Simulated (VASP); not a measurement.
# HfN (P6_3/mmc) in VASP: further runs

HfN is run at these levels: PBEsol; tasks: single point.

All numbers are computed with VASP 6.6.1; they aren't measurements. Logs are shortened: lines on timing, memory, paths and dates and some standing lists are left out, and cuts for length are marked.

**1. The cell of the first run**

The structure is hexagonal, space group P6_3/mmc (No. 194). Conventional cell: a = 3.065 Å, b = 3.065 Å, c = 5.447 Å, α = 90.00°, β = 90.00°, γ = 120.00°. Within 3.1 Å of Hf (site symmetry -6m2) lie 6 N at 2.23 Å and 6 Hf at 3.07 Å. Within 3.1 Å of N (site symmetry -3m) lie 6 Hf at 2.23 Å and 8 N at 2.72 to 3.07 Å.

**2. Single point, PBEsol (biaxial strain in the a-b plane: -2.0 %, then relaxed in part)**

INCAR

```
SYSTEM = HfN
PREC = Accurate ; ENCUT = 520
EDIFF = 1E-6 ; ISMEAR = 0
SIGMA = 0.1 ; LREAL = .False.
LASPH = .True. ; NELM = 100
ALGO = Normal ; ISIF = 2
LWAVE = .False. ; LCHARG = .True.
GGA = PS ; LELF = .True.
LVHAR = .True. ; NBANDS = 23
```

KPOINTS

```
Automatic mesh
0
Gamma
  18 18 10
  0 0 0
```

POSCAR

```
HfN
1.0
    3.0651531582      0.0000000000      0.0000000000
   -1.5325765791      2.6545005015      0.0000000000
    0.0000000000      0.0000000000      5.4469052032
Hf N
2 2
Direct
    0.6666666667      0.3333333333      0.7500000000
    0.3333333333      0.6666666667      0.2500000000
    0.0000000000      0.0000000000      0.0000000000
    0.0000000000      0.0000000000      0.5000000000
```

Potentials or basis: VASP PAW PBE potentials, release 64 (Hf_pv, N).

Command:

```console
$ cat potpaw_PBE.64/Hf_pv/POTCAR potpaw_PBE.64/N/POTCAR > POTCAR
$ mpirun -np 1 vasp_std > vasp.out
```

OUTCAR:

```text
SYSTEM = HfN
   PREC = Accurate
   ENCUT = 520
   EDIFF = 1E-6
   ISMEAR = 0
   LREAL = .False.
   LASPH = .True.
   NELM = 100
   ISIF = 2
   GGA = PS

 ion  position               nearest neighbor table
   1  0.667  0.333  0.750-   3 2.23   4 2.23   3 2.23   4 2.23   3 2.23   4 2.23   2 3.25   2 3.25
                             2 3.25   2 3.25   2 3.25   2 3.25
   2  0.333  0.667  0.250-   3 2.23   4 2.23   3 2.23   4 2.23   3 2.23   4 2.23   1 3.25   1 3.25
                             1 3.25   1 3.25   1 3.25   1 3.25
   3  0.000  0.000  0.000-   1 2.23   2 2.23   1 2.23   2 2.23   1 2.23   2 2.23
   4  0.000  0.000  0.500-   1 2.23   2 2.23   1 2.23   2 2.23   1 2.23   2 2.23

  LATTYP: Found a hexagonal cell.
 ALAT       =     3.0651531582
 C/A-ratio  =     1.7770417731

  Lattice vectors:

 A1 = (   3.0651531582,   0.0000000000,   0.0000000000)
 A2 = (  -1.5325765791,   2.6545005015,   0.0000000000)
 A3 = (   0.0000000000,   0.0000000000,   5.4469052032)

Analysis of symmetry for initial positions (statically):
=====================================================================
 Subroutine PRICEL returns:
 Original cell was already a primitive cell.

 Routine SETGRP: Setting up the symmetry group for a
 hexagonal supercell.

 Subroutine GETGRP returns: Found 24 space group operations
 (whereof 12 operations were pure point group operations)
 out of a pool of 24 trial point group operations.

The static configuration has the point symmetry D_3d.
 The point group associated with its full space group is D_6h.

Analysis of symmetry for dynamics (positions and initial velocities):
=====================================================================
 Subroutine PRICEL returns:
 Original cell was already a primitive cell.

 Routine SETGRP: Setting up the symmetry group for a
 hexagonal supercell.

 Subroutine GETGRP returns: Found 24 space group operations
 (whereof 12 operations were pure point group operations)
 out of a pool of 24 trial point group operations.

The dynamic configuration has the point symmetry D_3d.
 The point group associated with its full space group is D_6h.

 Subroutine INISYM returns: Found 24 space group operations
 (whereof 12 operations are pure point group operations),
 and found     1 'primitive' translations

----------------------------------------------------------------------------------------

                                     Primitive cell

  volume of cell :      44.3185

  direct lattice vectors                    reciprocal lattice vectors
     3.065153158  0.000000000  0.000000000     0.326247971  0.188359354  0.000000000
    -1.532576579  2.654500501  0.000000000     0.000000000  0.376718708  0.000000000
     0.000000000  0.000000000  5.446905203     0.000000000  0.000000000  0.183590491

  length of vectors
     3.065153158  3.065153158  5.446905203     0.376718708  0.376718708  0.183590491

  position of ions in fractional coordinates (direct lattice)
     0.666666667  0.333333333  0.750000000
     0.333333333  0.666666667  0.250000000
     0.000000000  0.000000000  0.000000000
     0.000000000  0.000000000  0.500000000

  ion indices of the primitive-cell ions
   primitive index   ion index
                 1           1
                 2           2
                 3           3
                 4           4

----------------------------------------------------------------------------------------

 KPOINTS: Automatic mesh

Automatic generation of k-mesh.
 Grid dimensions read from file:
 generate k-points for:   18   18   10

 Generating k-lattice:

  Cartesian coordinates                     Fractional coordinates (reciprocal lattice)
     0.018124887  0.010464409  0.000000000     0.055555556  0.000000000  0.000000000
     0.000000000  0.020928817  0.000000000     0.000000000  0.055555556  0.000000000
     0.000000000  0.000000000  0.018359049     0.000000000  0.000000000  0.100000000

  Length of vectors
     0.020928817  0.020928817  0.018359049

  Shift w.r.t. Gamma in fractional coordinates (k-lattice)
     0.000000000  0.000000000  0.000000000

 Subroutine IBZKPT returns following result:
 ===========================================

 Found    222 irreducible k-points:

 Following reciprocal coordinates:
            Coordinates               Weight
  0.000000  0.000000  0.000000      1.000000
  0.055556  0.000000  0.000000      6.000000
  0.111111  0.000000  0.000000      6.000000
  0.166667  0.000000  0.000000      6.000000
  0.222222  0.000000  0.000000      6.000000
  0.277778 -0.000000  0.000000      6.000000
[... 16 lines left out ...]
  0.333333  0.111111  0.000000     12.000000
  0.388889  0.111111  0.000000     12.000000
 [... further k-points ...]
   k-points           NKPTS =    222   k-points in BZ     NKDIM =    222   number of bands    NBANDS=     23
   number of dos      NEDOS =    301   number of ions     NIONS =      4
   total plane-waves  NPLWV =  24192
   dimension x,y,z NGX =    24 NGY =   24 NGZ =   42
   dimension x,y,z NGXF=    48 NGYF=   48 NGZF=   84
   ions per type =               2   2
   NGX,Y,Z   is equivalent  to a cutoff of  13.02, 13.02, 12.82 a.u.
   NGXF,Y,Z  is equivalent  to a cutoff of  26.03, 26.03, 25.64 a.u.
 SYSTEM =  HfN
   PREC   = accura    normal or accurate (medium, high low for compatibility)
   ISTART =      0    job   : 0-new  1-cont  2-samecut
   ICHARG =      2    charge: 1-file 2-atom 10-const
   ISPIN  =      1    spin polarized calculation?
   LNONCOLLINEAR =      F non collinear calculations
   LSORBIT =      F    spin-orbit coupling
   LASPH  =      T    aspherical Exc in radial PAW
   ENCUT  =  520.0 eV  38.22 Ry    6.18 a.u.   5.70  5.70 10.13*2*pi/ulx,y,z
   NELM   =    100;   NELMIN=  2; NELMDL= -5     # of ELM steps
   EDIFF  = 0.1E-05   stopping-criterion for ELM
   LREAL  =      F    real-space projection
   EDIFFG = 0.1E-04   stopping-criterion for IOM
   NSW    =      0    number of steps for IOM
   IBRION =     -1    ionic relax: 0-MD 1-quasi-New 2-CG
   NFREE  =      0    steps in history (QN), initial steepest desc. (CG)
   ISIF   =      2    stress and relaxation
   ISYM   =      2    0-nonsym 1-usesym 2-fastsym
   POTIM  = 0.5000    time-step for ionic-motion
   TEBEG  =    0.0;   TEEND  =   0.0 temperature during run
   PSTRESS=    0.0 pullay stress
   NELECT =      30.0000    total number of electrons
   NUPDOWN=      -1.0000    fix difference up-down
   EMIN   =  10.00;   EMAX   =-10.00  energy-range for DOS
   EFERMI =   0.00;   METHOD = LEGACY
   ISMEAR =     0;   SIGMA  =   0.10  broadening in eV -4-tet -1-fermi 0-gaus
   EFERMI_NEDOS =   21; number of points for ismear=-14 and -15
   IALGO  =     38    algorithm
   IMIX   =      4    mixing-type and parameters
     AMIX     =   0.40;   BMIX     =  1.00
     AMIX_MAG =   1.60;   BMIX_MAG =  1.00
  volume/ion in A,a.u.               =      11.08        74.77
  Fermi-wavevector in a.u.,A,eV,Ry     =   1.437431  2.716351 28.112461  2.066208
  Thomas-Fermi vector in A             =   2.556509
   LORBIT       =      0    0 simple, 1 ext, 2 COOP (PROOUT), +10 PAW based schemes
   GGA     = PS    functional components
   LHFCALC =     F    Hartree Fock is set to
   AEXX    =    0.0000 exact exchange contribution
   IVDW    =     0    specifies the selected vdW correction
   LEPSILON=     F    determine dielectric tensor
   LRPA    =     F    only Hartree local field effects (RPA)
 non-spin polarized calculation
 Gauss-broadening in eV      SIGMA  =   0.10
  energy-cutoff  :      520.00
  volume of cell :       44.32
 maximum number of plane-waves:      1208
 NGX is ok and might be reduce to    24
   NGX = 11   NGY = 11   NGZ = 21

 number of electron      29.9999997 magnetization

 Free energy of the ion-electron system (eV)
  ---------------------------------------------------
  ext. energy  EPLUGINS =         0.00000000
  ---------------------------------------------------
  free energy    TOTEN  =       -45.81472851 eV

  energy without entropy =      -45.81103389  energy(sigma->0) =      -45.81288120

 E-fermi :   8.0408     XC(G=0): -13.1081

 val. band max:        8.0286505392   @ k =   0.3333   0.2778   0.3000
 cond. band min:       8.0444741869   @ k =   0.1111   0.1111   0.0000
 fundamental gap:      0.0158236477
 Fermi energy:         8.0408098800

 k-point     1 :       0.0000    0.0000    0.0000
  band No.  band energies     occupation
      1     -23.4988      2.00000
      2     -22.5420      2.00000
      3     -22.3800      2.00000
      4     -22.3800      2.00000
      5     -22.3225      2.00000
      6     -22.3225      2.00000
[... 15 lines left out ...]
     22      13.7962      0.00000
     23      13.7962      0.00000

 k-point     2 :       0.0556    0.0000    0.0000
  band No.  band energies     occupation
      1     -23.4856      2.00000
      2     -22.5422      2.00000
      3     -22.4140      2.00000
      4     -22.3905      2.00000
      5     -22.3560      2.00000
      6     -22.3257      2.00000
[... 15 lines left out ...]
     22      13.6677      0.00000
     23      13.7890      0.00000

 k-point     3 :       0.1111    0.0000    0.0000
  band No.  band energies     occupation
      1     -23.4470      2.00000
      2     -22.5432      2.00000
      3     -22.5134      2.00000
      4     -22.4486      2.00000
      5     -22.4189      2.00000
      6     -22.3367      2.00000
[... 15 lines left out ...]
     22      13.3392      0.00000
     23      13.7764      0.00000
[... 495 lines left out ...]
 k-point    23 :       0.3333    0.1111    0.0000
  band No.  band energies     occupation
      1     -23.3332      2.00000
      2     -23.1451      2.00000
      3     -23.0084      2.00000
      4     -22.6931      2.00000
      5     -22.6231      2.00000
      6     -22.5387      2.00000
[... 15 lines left out ...]
     22      14.8866      0.00000
     23      15.3233      0.00000

 k-point    24 :       0.3889    0.1111    0.0000
  band No.  band energies     occupation
      1     -23.4125      2.00000
      2     -23.2048      2.00000
      3     -22.9396      2.00000
      4     -22.7253      2.00000
      5     -22.6542      2.00000
      6     -22.5580      2.00000
[... 15 lines left out ...]
     22      14.9493      0.00000
     23      15.8075      0.00000

 [... further k-points ...]

------------------------ aborting loop because EDIFF is reached ----------------------------------------

  FORCE on cell =-STRESS in cart. coord.  units (eV):
  Direction    XX          YY          ZZ          XY          YZ          ZX
  --------------------------------------------------------------------------------------
  -------------------------------------------------------------------------------------
  Total        3.0885663      3.0885663     -0.5822089      0.0000000     -0.0000000      0.0000000
  in kB      111.6561642    111.6561642    -21.0476989      0.0000000     -0.0000000      0.0000000
  external PRESSURE =      67.4215432 kB  Pullay stress =       0.0000000 kB

 VOLUME and BASIS-vectors are now :
 -----------------------------------------------------------------------------
  energy-cutoff  :      520.00
  volume of cell :       44.32
      direct lattice vectors                 reciprocal lattice vectors
     3.065153158  0.000000000  0.000000000     0.326247971  0.188359354  0.000000000
    -1.532576579  2.654500501  0.000000000     0.000000000  0.376718708  0.000000000
     0.000000000  0.000000000  5.446905203     0.000000000  0.000000000  0.183590491

 POSITION                                       TOTAL-FORCE (eV/Angst)
 -----------------------------------------------------------------------------------
      1.53258      0.88483      4.08518         0.000000      0.000000      0.000000
     -0.00000      1.76967      1.36173        -0.000000     -0.000000      0.000000
      0.00000      0.00000      0.00000        -0.000000     -0.000000      0.000000
      0.00000      0.00000      2.72345        -0.000000     -0.000000      0.000000
 -----------------------------------------------------------------------------------
    total drift:                               -0.000000      0.000000     -0.000000

  FREE ENERGIE OF THE ION-ELECTRON SYSTEM (eV)
  ---------------------------------------------------
  free  energy   TOTEN  =       -45.8147285102 eV

  energy  without entropy=      -45.8110338882  energy(sigma->0) =      -45.81288120
```

Wall time 68 s (1 thread of Intel Xeon 6975P-C (Granite Rapids), shared host); peak memory 0.31 GiB.

Results:

```
Free energy            : -45.8147 eV
Pressure               : 6.7 GPa
Band gap on the k mesh : zero (bands 15 and 16 overlap by 2.28 eV)
```

Stress tensor (GPa, compression positive):
```
11.17  0.00  0.00
 0.00 11.17  0.00
 0.00  0.00 -2.10
```

Caveat: the cell differs from its parent crystal (biaxial strain in the a-b plane: -2.0 %, then relaxed in part); the stress differs along the axes, from -2 to 11 GPa; the PAW data sets were made with another functional, which shifts forces and pressure a little; spin-orbit coupling is left out, which moves the levels of the heavy elements.

**3. Single point, PBEsol (biaxial strain in the a-b plane: -2.0 %)**

INCAR

```
PREC = Accurate ; ENCUT = 520
EDIFF = 1E-7 ; ISMEAR = 0
SIGMA = 0.1 ; LREAL = F
LASPH = T ; NELM = 60
ALGO = Normal ; ISIF = 2
LWAVE = F ; LCHARG = F
GGA = PS ; NBANDS = 23
```

KPOINTS

```
Automatic mesh
0
Gamma
  18 18 10
```

Edit POSCAR of step 2 so:

```diff
@@ -4,3 +4,3 @@
    -1.5325765791      2.6545005015      0.0000000000
-    0.0000000000      0.0000000000      5.4469052032
+    0.0000000000      0.0000000000      5.4556271601
 Hf N
```

Potentials or basis: VASP PAW PBE potentials, release 64 (Hf_pv, N).

Command:

```console
$ cat potpaw_PBE.64/Hf_pv/POTCAR potpaw_PBE.64/N/POTCAR > POTCAR
$ mpirun -np 1 vasp_std > vasp.out
```

Wall time 69 s (1 thread of Intel Xeon 6975P-C (Granite Rapids), shared host); peak memory 0.31 GiB.

The run converged. Its results:

```yaml
Free_energy: -45.8136 eV
Pressure: 6.2 GPa
Band_gap_on_the_k_mesh: zero (bands 15 and 16 overlap by 2.27 eV)
```

Stress tensor (GPa, compression positive):
```
10.89  0.00  0.00
 0.00 10.89  0.00
 0.00  0.00 -3.06
```

Levels at points of the mesh, in eV from the Fermi level:
| k point | band 11 | band 12 | band 13 | band 14 | band 15 | band 16 | band 17 | band 18 | band 19 | band 20 |
| --- | --- | --- | --- | --- | --- | --- | --- | --- | --- | --- |
| (0.00, 0.00, 0.00) | -4.61 | -3.48 | -3.48 | -1.88 | -0.95 | 0.79 | 0.79 | 1.57 | 2.19 | 2.20 |
| (0.50, 0.00, 0.00) | -5.76 | -5.47 | -3.09 | -2.84 | -2.61 | 2.40 | 2.95 | 4.80 | 5.05 | 5.69 |
| (0.00, 0.00, 0.50) | -4.27 | -4.27 | -4.27 | -4.27 | 1.83 | 1.83 | 2.97 | 2.97 | 2.97 | 2.97 |
| (0.50, 0.00, 0.50) | -5.68 | -5.68 | -4.41 | -4.41 | -0.21 | -0.21 | 5.23 | 5.23 | 5.31 | 5.31 |

Caveat: the cell differs from its parent crystal (biaxial strain in the a-b plane: -2.0 %); the stress differs along the axes, from -3 to 11 GPa; the PAW data sets were made with another functional, which shifts forces and pressure a little; spin-orbit coupling is left out, which moves the levels of the heavy elements.
